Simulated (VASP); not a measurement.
## Be3GeF2: single point with PBE

Crystal: Be3GeF2.

```
Be Ge F
1.0
     2.29153    1.32302    3.77771
    -2.29153    1.32302    3.77771
     0.00000   -2.64603    3.77771
Be Ge F
3 1 2
Direct
  0.00000 0.50000 0.00000
  0.50000 0.00000 0.00000
  0.00000 0.00000 0.50000
  0.50000 0.50000 0.50000
  0.71038 0.71038 0.71038
  0.28962 0.28962 0.28962
```

| Quantity | Value |
| --- | --- |
| Program | VASP 6.6.1 |
| Task | single point |
| Functional | PBE |
| Potentials or basis | VASP PAW PBE potentials, release 64 (Be, Ge_d, F) |
| Cutoff | 520 eV |
| k mesh | 4 × 4 × 4 |
| Occupations | gaussian, width 0.1 eV |
| Spin | no spin polarisation |
| Dipole correction | no |
| Further INCAR settings | ALGO = Normal; EDIFF = 1e-06; NBANDS = 26 |

```yaml
Pressure: 0.0 GPa
Largest_force: 0.026 eV/Å
Band_gap_on_the_k_mesh: 0.95 eV (least direct gap 1.75 eV)
```

Forces on the atoms (eV/Å):
```
Be   0.000  0.000  0.000
Be   0.000  0.000  0.000
Be   0.000  0.000  0.000
Ge   0.000  0.000  0.000
F    0.000  0.000 -0.026
F    0.000  0.000  0.026
```

Stress tensor (GPa, compression positive):
```
-0.04  0.00  0.00
 0.00 -0.04  0.00
 0.00  0.00  0.05
```

Levels at points of the mesh, in eV from the valence-band top:
```csv
k point,band 15,band 16,band 17,band 18,band 19,band 20
"(0.00, 0.00, 0.00)",-3.01,-3.01,-1.02,1.62,4.22,4.47
"(0.50, 0.00, 0.00)",-2.87,-2.42,-0.06,2.28,4.17,4.46
"(0.50, 0.50, 0.00)",-3.37,-1.70,-0.96,1.78,4.36,4.84
"(0.50, 0.50, 0.50)",-2.25,-2.25,-1.48,1.29,1.70,4.14
```

It took 39 s on 1 thread of Intel Xeon 8259CL, with other jobs on the host, peak memory 0.21 GiB.

A k mesh can miss the band edges.
